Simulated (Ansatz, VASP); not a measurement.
**Mg2Si3 in VASP and in Ansatz**

The input INCAR:

```
ALGO = Normal
EDIFF = 1E-7
EDIFFG = -0.01
ENCUT = 600
GGA = PE
IBRION = 2
ISIF = 3
ISMEAR = 0
LASPH = True
LCHARG = False
LREAL = False
LWAVE = False
NELM = 60
NSW = 100
PREC = Accurate
SIGMA = 0.1
```

File KPOINTS:

```
k-points
0
Gamma
  6 6 6
```

POSCAR

```
Mg2Si3
1.0
    3.0396949743      1.7549687117      7.3453829023
   -3.0396949743      1.7549687117      7.3453829023
    0.0000000000     -3.5099374234      7.3453829023
Mg Si
4 6
Direct
    0.3627455607      0.3627455607      0.3627455607
    0.1372544393      0.1372544393      0.1372544393
    0.6372544393      0.6372544393      0.6372544393
    0.8627455607      0.8627455607      0.8627455607
    0.4770671348      0.0229328652      0.2500000000
    0.2500000000      0.4770671348      0.0229328652
    0.0229328652      0.2500000000      0.4770671348
    0.5229328652      0.9770671348      0.7500000000
    0.7500000000      0.5229328652      0.9770671348
    0.9770671348      0.7500000000      0.5229328652
```

Input for Ansatz:

```yaml
crystal:
  lattice:
    - [3.0396949743, 1.7549687117, 7.3453829023]
    - [-3.0396949743, 1.7549687117, 7.3453829023]
    - [0.0, -3.5099374234, 7.3453829023]
  atoms:
    - { symbol: Mg, position: [0.3627455607, 0.3627455607, 0.3627455607] }
    - { symbol: Mg, position: [0.1372544393, 0.1372544393, 0.1372544393] }
    - { symbol: Mg, position: [0.6372544393, 0.6372544393, 0.6372544393] }
    - { symbol: Mg, position: [0.8627455607, 0.8627455607, 0.8627455607] }
    - { symbol: Si, position: [0.4770671348, 0.0229328652, 0.25] }
    - { symbol: Si, position: [0.25, 0.4770671348, 0.0229328652] }
    - { symbol: Si, position: [0.0229328652, 0.25, 0.4770671348] }
    - { symbol: Si, position: [0.5229328652, 0.9770671348, 0.75] }
    - { symbol: Si, position: [0.75, 0.5229328652, 0.9770671348] }
    - { symbol: Si, position: [0.9770671348, 0.75, 0.5229328652] }
basis:
  ecutwfc: 420
kpoints:
  mp_grid: { grid: [6, 6, 6] }
hamiltonian:
  xc: pbe
scf:
  occupations: { method: gaussian, width: 0.1 }
output:
  forces: true
  stress: true
  eigenvalues: true
relax:
  adjacent_minimum: "off"
  f_tol: 0.01
  max_steps: 80
  cell: { stress_tol: 0.05 }
```

Alike in both runs: task relaxation of cell and atoms; functional PBE; k mesh 6 × 6 × 6; occupations gaussian, width 0.1 eV; no spin polarisation.

|  | VASP | Ansatz |
| --- | --- | --- |
| version | VASP 6.6.1 | Ansatz 0.2.0 |
| potentials or method | VASP PAW PBE potentials, release 64 (Mg, Si), cutoff 600 eV | scalar-relativistic, plane waves, PAW |
| valence electrons in the cell | 32 | 64 |

|  | VASP | Ansatz | Ansatz less VASP |
| --- | --- | --- | --- |
| gap on the k mesh at the Fermi level, each at its own relaxed structure (eV) | none | none | - |
| relaxed volume (Å³/atom) | 23.72 | 23.80 | +0.080 |
| relaxed cell length with the largest relative difference (Å) | 8.245 | 8.245 | +0.0004 |

A gap of «none» marks a metal or a gap that the smearing closes. VASP's potentials hold 32 valence electrons a cell and Ansatz's 64, so a difference there can come from the potentials and not from the codes.
